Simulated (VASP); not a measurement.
Write the native input for VASP 6.6.1 that does the following.

- Task: single point
- Functional: BLYP
- Potentials or basis: VASP PAW PBE potentials, release 64 (W_sv)
- Cutoff: 520 eV
- k mesh: 15 × 15 × 15
- Occupations: fermi-dirac, width 0.1 eV
- Spin: no spin polarisation
- Dipole correction: no
- Further INCAR settings: ALGO = Normal; EDIFF = 1e-06; NBANDS = 13

The structure of W lies in POSCAR:

```
W
1.0
    0.0000000000      2.0686804660      2.0686804660
    2.0686804660      0.0000000000      2.0686804660
    2.0686804660      2.0686804660      0.0000000000
W
1
Direct
    0.0000000000      0.0000000000      0.0000000000
```

This cell differs from its parent crystal: volume scaled by 1.04.

The input as run:

INCAR

```
SYSTEM = W
PREC = Accurate
ENCUT = 520
EDIFF = 1E-6
ISMEAR = -1
SIGMA = 0.1
LREAL = .FALSE.
LASPH = .TRUE.
NELM = 60
ALGO = Normal
ISIF = 2
LWAVE = .FALSE.
LCHARG = .FALSE.
GGA = B5
ALDAX = 1.0
AGGAX = 1.0
AGGAC = 1.0
ALDAC = 0.0
NBANDS = 13
```

KPOINTS

```
regular mesh
0
G
  15 15 15
  0 0 0
```

Potentials or basis: VASP PAW PBE potentials, release 64 (W_sv).

Command:

```sh
$ cat potpaw_PBE.64/W_sv/POTCAR > POTCAR
$ mpirun -np 1 vasp_std > vasp.out
```

It gave:

```json
{
  "Pressure": "-8.3 GPa",
  "Band gap on the k mesh": "zero (band 7 reaches 12.73 eV, above the bottom of band 8 at 9.49 eV)"
}
```

Caveat: the PAW data sets were made with another functional, which shifts forces and pressure a little; spin-orbit coupling is left out, which moves the levels of the heavy elements.

Run time: 24 s on 1 thread of Intel Xeon 6975P-C (shared host), peak memory 0.16 GiB.
